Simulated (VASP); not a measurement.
# SiO2: single point with PBE

The system is SiO2.

```
CELL_PARAMETERS angstrom
-1.20516 1.20516 5.69540
1.20516 -1.20516 5.69540
1.20516 1.20516 -5.69540
ATOMIC_POSITIONS crystal
Si 0.00000 0.00000 0.00000
O 0.59548 0.59548 0.00000
O 0.40452 0.40452 0.00000
```

```yaml
Program: VASP 6.6.1
Task: single point
Functional: PBE
Potentials_or_basis: VASP PAW PBE potentials, release 64 (Si, O)
Cutoff: 520 eV
k_mesh: 20 × 20 × 20
Occupations: gaussian, width 0.01 eV
Spin: no spin polarisation
Dipole_correction: no
Further_INCAR_settings: ALGO = Normal; EDIFF = 1e-06; NBANDS = 15
```

| Property | Result |
| --- | --- |
| Pressure | 0.7 GPa |
| Largest force | 0.023 eV/Å |
| Band gap on the k mesh | zero (filled and empty bands touch) |

Forces on the atoms (eV/Å):
```
Si   0.000  0.000  0.000
O    0.000  0.000  0.023
O    0.000  0.000 -0.023
```

Stress tensor (GPa, compression positive):
```
1.08 0.00 0.00
0.00 1.08 0.00
0.00 0.00 0.04
```

Levels at points of the mesh, in eV from the Fermi level:
| k point | band 6 | band 7 | band 8 | band 9 | band 10 | band 11 |
| --- | --- | --- | --- | --- | --- | --- |
| (0.00, 0.00, 0.00) | -1.53 | -1.11 | -1.11 | 1.49 | 6.27 | 7.07 |
| (0.50, 0.00, 0.00) | -1.46 | -0.76 | -0.30 | 3.82 | 5.91 | 11.37 |
| (0.50, 0.50, 0.00) | -5.09 | -3.59 | -0.41 | 0.05 | 4.73 | 5.98 |
| (0.50, 0.50, 0.50) | -2.06 | -1.10 | -1.10 | 1.81 | 5.94 | 7.07 |

Wall time 25 min on 1 thread of Intel(R) Xeon(R) Platinum 8175M CPU @ 2.50GHz (Skylake/Cascade Lake) (shared host), peak memory 0.51 GiB.

Caveat: semilocal functionals underestimate gaps, and a narrow one can read as zero.
